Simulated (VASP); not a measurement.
# Si8O in VASP: single point with PBE

Aim: the single point of Si8O with PBE.

All numbers are computed with VASP 6.6.1; they aren't measurements. Logs are shortened: lines on timing, memory, paths and dates and some standing lists are left out, and cuts for length are marked.

## (1) The cell of the first run

The cell holds a slab with vacuum, 9 atoms: a = 3.851 Å, b = 6.365 Å, c = 19.753 Å, α = 90.00°, β = 90.00°, γ = 90.00°.

## (2) Single point, PBE, collinear spin, ferromagnetic start

File INCAR:

```
SYSTEM = Si8O
  PREC = Accurate
  ENCUT = 520
  EDIFF = 1E-7
  ISMEAR = 0
  SIGMA = 0.05
  LREAL = .FALSE.
  LASPH = .TRUE.
  NELM = 150
  ALGO = Normal
  ISIF = 2
  LWAVE = .FALSE.
  LCHARG = .FALSE.
  ISPIN = 2
  MAGMOM = 0 0 0 0 0 0 0 0 2
  LORBIT = 11
  LDIPOL = .TRUE.
  IDIPOL = 3
  DIPOL = 0.5 0.5 0.321
  GGA = PE
  NBANDS = 33
```

File KPOINTS:

```
Automatic mesh
0
G
  7 4 1
  0 0 0
```

File POSCAR:

```
Si8O
1.0
    3.8510821816      0.0000000000      0.0000000000
    0.0000000000      6.3646812169      0.0000000000
    0.0000000000      0.0000000000     19.7525434844
Si O
8 1
Direct
    0.0000000000      0.9370679252      0.2025055661
    0.0000000000      0.5629320748      0.2025055661
    0.5000000000      0.4370679252      0.2587875162
    0.5000000000      0.0629320748      0.2587875162
    0.5000000000      0.9333044677      0.3720589469
    0.5000000000      0.5666955323      0.3720589469
    0.0000000000      0.4259907537      0.4177964975
    0.0000000000      0.0740092463      0.4177964975
    0.5000000000      1.2593240871      0.3855736077
```

Potentials or basis: VASP PAW PBE potentials, release 64 (Si, O).

Command:

```
cat potpaw_PBE.64/Si/POTCAR potpaw_PBE.64/O/POTCAR > POTCAR
mpirun -np 1 vasp_std > vasp.out
```

OUTCAR:

```text
SYSTEM = Si8O
   PREC = Accurate
   ENCUT = 520
   EDIFF = 1E-7
   ISMEAR = 0
   LREAL = .FALSE.
   LASPH = .TRUE.
   NELM = 150
   ISIF = 2
   ISPIN = 2
   LORBIT = 11
   GGA = PE

 ion  position               nearest neighbor table
   1  0.000  0.937  0.203-   4 2.36   4 2.36   2 2.38
   2  0.000  0.563  0.203-   3 2.36   3 2.36   1 2.38
   3  0.500  0.437  0.259-   2 2.36   2 2.36   4 2.38   6 2.38
   4  0.500  0.063  0.259-   1 2.36   1 2.36   3 2.38   5 2.38
   5  0.500  0.933  0.372-   9 2.09   8 2.31   8 2.31   6 2.33   4 2.38
   6  0.500  0.567  0.372-   9 1.97   7 2.31   7 2.31   5 2.33   3 2.38
   7  0.000  0.426  0.418-   8 2.24   9 2.29   9 2.29   6 2.31   6 2.31
   8  0.000  0.074  0.418-   7 2.24   5 2.31   5 2.31   9 2.35   9 2.35
   9  0.500  0.259  0.386-   6 1.97   5 2.09   7 2.29   7 2.29   8 2.35   8 2.35

  LATTYP: Found a simple orthorhombic cell.
 ALAT       =     3.8510821816
 B/A-ratio  =     1.6526994016
 C/A-ratio  =     5.1290890594

  Lattice vectors:

 A1 = (   3.8510821816,   0.0000000000,   0.0000000000)
 A2 = (   0.0000000000,   6.3646812169,   0.0000000000)
 A3 = (   0.0000000000,   0.0000000000,  19.7525434844)

Analysis of symmetry for initial positions (statically):
=====================================================================
 Subroutine PRICEL returns:
 Original cell was already a primitive cell.

 Routine SETGRP: Setting up the symmetry group for a
 simple orthorhombic supercell.

 Subroutine GETGRP returns: Found  2 space group operations
 (whereof  2 operations were pure point group operations)
 out of a pool of  8 trial point group operations.

The static configuration has the point symmetry C_1h.

Analysis of symmetry for dynamics (positions and initial velocities):
=====================================================================
 Subroutine PRICEL returns:
 Original cell was already a primitive cell.

 Routine SETGRP: Setting up the symmetry group for a
 simple orthorhombic supercell.

 Subroutine GETGRP returns: Found  2 space group operations
 (whereof  2 operations were pure point group operations)
 out of a pool of  8 trial point group operations.

The dynamic configuration has the point symmetry C_1h.

Analysis of structural, dynamic, and magnetic symmetry:
=====================================================================
 Subroutine PRICEL returns:
 Original cell was already a primitive cell.

 Routine SETGRP: Setting up the symmetry group for a
[... 161 lines left out ...]

 E-fermi :  -1.1302     XC(G=0):  -3.9786

 val. band max:       -1.1472873918   @ k =   0.1429   0.5000   0.0000
 cond. band min:      -1.1165193050   @ k =   0.0000   0.2500   0.0000
 fundamental gap:      0.0307680868
 Fermi energy:        -1.1301707414

 spin component 1

 k-point     1 :       0.0000    0.0000    0.0000
  band No.  band energies     occupation
      1     -20.7051      1.00000
      2     -12.0072      1.00000
      3     -11.4760      1.00000
      4     -10.7891      1.00000
      5      -9.2435      1.00000
      6      -8.6358      1.00000
[... 397 lines left out ...]
     30       4.0154      0.00000
     31       4.2593      0.00000
 Fermi energy:        -1.1301707414

 spin component 2

 k-point     1 :       0.0000    0.0000    0.0000
  band No.  band energies     occupation
      1     -20.7051      1.00000
      2     -12.0072      1.00000
      3     -11.4760      1.00000
      4     -10.7891      1.00000
      5      -9.2435      1.00000
      6      -8.6358      1.00000
[... 397 lines left out ...]
     30       4.0154      0.00000
     31       4.2592      0.00000
 [bands above 31 left out]

------------------------ aborting loop because EDIFF is reached ----------------------------------------

 vacuum level on the upper side and lower side of the slab       (xc-potential included)        -0.137         0.001

  FORCE on cell =-STRESS in cart. coord.  units (eV):
  Direction    XX          YY          ZZ          XY          YZ          ZX
  --------------------------------------------------------------------------------------
  -------------------------------------------------------------------------------------
  Total        6.1482169      2.6164406      2.5404451      0.0000000     -0.1013041      0.0000000
  in kB       20.3459182      8.6584269      8.4069396      0.0000000     -0.3352393      0.0000000
  external PRESSURE =      12.4704282 kB  Pullay stress =       0.0000000 kB

 VOLUME and BASIS-vectors are now :
 -----------------------------------------------------------------------------
  energy-cutoff  :      520.00
  volume of cell :      484.15
      direct lattice vectors                 reciprocal lattice vectors
     3.851082182  0.000000000  0.000000000     0.259667271  0.000000000  0.000000000
     0.000000000  6.364681217  0.000000000     0.000000000  0.157117060  0.000000000
     0.000000000  0.000000000 19.752543484     0.000000000  0.000000000  0.050626392

 POSITION                                       TOTAL-FORCE (eV/Angst)
 -----------------------------------------------------------------------------------
      0.00000      5.96414      4.00000         0.000000     -0.545864      0.457860
      0.00000      3.58288      4.00000         0.000000      0.572425      0.494889
      1.92554      2.78180      5.11171         0.000000      0.229532     -1.059308
      1.92554      0.40054      5.11171         0.000000     -0.249244     -0.973204
      1.92554      5.94019      7.34911         0.000000      0.476884     -0.080008
      1.92554      3.60684      7.34911         0.000000     -0.532541     -0.201861
      0.00000      2.71130      8.25254         0.000000      0.759186      0.720474
      0.00000      0.47105      8.25254         0.000000     -0.869108      0.630926
      1.92554      1.65052      7.61606         0.000000      0.158730      0.010234
 -----------------------------------------------------------------------------------
    total drift:                                0.000000     -0.000395     -0.000388

  FREE ENERGIE OF THE ION-ELECTRON SYSTEM (eV)
  ---------------------------------------------------
  free  energy   TOTEN  =       -43.6773119669 eV

  energy  without entropy=      -43.6732222888  energy(sigma->0) =      -43.67526713

 vacuum level on the upper side and lower side of the slab         3.451         3.592

 total charge

# of ion       s       p       d       tot
------------------------------------------
    1        0.800   0.829   0.000   1.629
    2        0.801   0.827   0.000   1.628
    3        0.773   0.881   0.000   1.654
    4        0.770   0.883   0.000   1.653
    5        0.783   0.887   0.000   1.670
    6        0.776   0.891   0.000   1.667
    7        0.835   0.801   0.000   1.637
    8        0.831   0.812   0.000   1.643
    9        1.619   3.327   0.000   4.946
--------------------------------------------------
tot          7.989  10.136   0.000  18.125

 magnetization (x)

# of ion       s       p       d       tot
------------------------------------------
    1       -0.000  -0.000   0.000  -0.000
    2       -0.000  -0.000   0.000  -0.000
    3        0.000  -0.000   0.000  -0.000
    4        0.000  -0.000   0.000  -0.000
    5       -0.000  -0.000   0.000  -0.000
    6       -0.000  -0.000   0.000  -0.000
    7       -0.000   0.000   0.000   0.000
    8       -0.000   0.000   0.000   0.000
    9        0.000  -0.000   0.000  -0.000
--------------------------------------------------
tot         -0.000  -0.000   0.000  -0.000
```

stdout:

```text
POSCAR found type information on POSCAR SiO
 POSCAR found :  2 types and       9 ions
 scaLAPACK will be used
 LDA part: xc-table for (Slater+PW92), standard interpolation
 POSCAR, INCAR and KPOINTS ok, starting setup
 FFT: planning ... GRIDC
 FFT: planning ... GRID_SOFT
 FFT: planning ... GRID
 WAVECAR not read
 entering main loop
```

Run time: 20 min. Hardware: 1 thread of Intel Xeon 8259CL, shared host; peak memory 0.81 GiB.

Results:

```
Free energy                                           : -43.6773 eV
Largest force                                         : 1.084 eV/Å
Band gap on the k mesh                                : zero (filled and empty bands overlap)
Net moment                                            : 0.00 μB per cell
Valence electrons inside the program's atomic spheres : Si 1.63, 1.65, 1.67, 1.64 (each value once); O 4.95
```

Forces in eV/Å, atoms in the order of the input:
```
Si   0.000 -0.546  0.458
Si   0.000  0.572  0.495
Si   0.000  0.230 -1.059
Si   0.000 -0.249 -0.973
Si   0.000  0.477 -0.080
Si   0.000 -0.533 -0.202
Si   0.000  0.759  0.720
Si   0.000 -0.869  0.631
O    0.000  0.159  0.010
```

The gap in the log of VASP goes by the Fermi energy; the results here count the filled bands.